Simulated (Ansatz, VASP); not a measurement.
Cs in VASP and in Ansatz

File INCAR:

```
PREC = Accurate
ENCUT = 520
EDIFF = 1E-6
ISMEAR = -1
SIGMA = 0.1
LREAL = F
LASPH = T
NELM = 60
ALGO = Normal
ISIF = 2
LWAVE = F
LCHARG = T
GGA = PS
LELF = T
LVHAR = T
NBANDS = 10
```

KPOINTS

```
Automatic mesh
0
Gamma
  7 7 7
```

File POSCAR:

```
Cs
1.0
    4.9225963477      0.0000000000      0.0000000000
    0.0000000000      4.9225963477      0.0000000000
    0.0000000000      0.0000000000      4.9225963477
Cs
1
Direct
    0.0000000000      0.0000000000      0.0000000000
```

Input for Ansatz:

```yaml
crystal:
  lattice:
    - [4.9225963477, 0.0, 0.0]
    - [0.0, 4.9225963477, 0.0]
    - [0.0, 0.0, 4.9225963477]
  atoms:
    - { symbol: Cs, position: [0.0, 0.0, 0.0] }
hamiltonian:
  xc: pbesol
  pseudopotentials:
    kind: paw
    azcp:
      Cs: "pseudopotentials/Cs.paw.azcp"
basis:
  ecutwfc: 420
  fft_grid_basis: typed
kpoints:
  mp_grid: { grid: [7, 7, 7], shift: [0, 0, 0] }
magnetization:
  spin_polarized: false
scf:
  occupations: { method: fermi_dirac, width: 0.1 }
  lower_state_search: "off"
output:
  stress: true
```

Alike in both runs: task single point; functional PBEsol; k mesh 7 × 7 × 7; occupations fermi-dirac, width 0.1 eV; no spin polarisation.

```csv
,VASP,Ansatz
version,VASP 6.6.1,Ansatz 0.2.0
potentials or method,"VASP PAW PBE potentials, release 64 (Cs_sv), cutoff 520 eV","plane waves (420 eV) with PAW, scalar-relativistic"
valence electrons in the cell,9,9
```

```csv
,VASP,Ansatz,Ansatz less VASP
pressure (GPa),0.0,0.0,0.00
```

VASP's potentials were made for PBE, not for PBEsol, and Ansatz warns of the same on its side. With one functional, cell and mesh, what is left measures potentials, basis and numerics.

Spin-orbit coupling is off throughout.
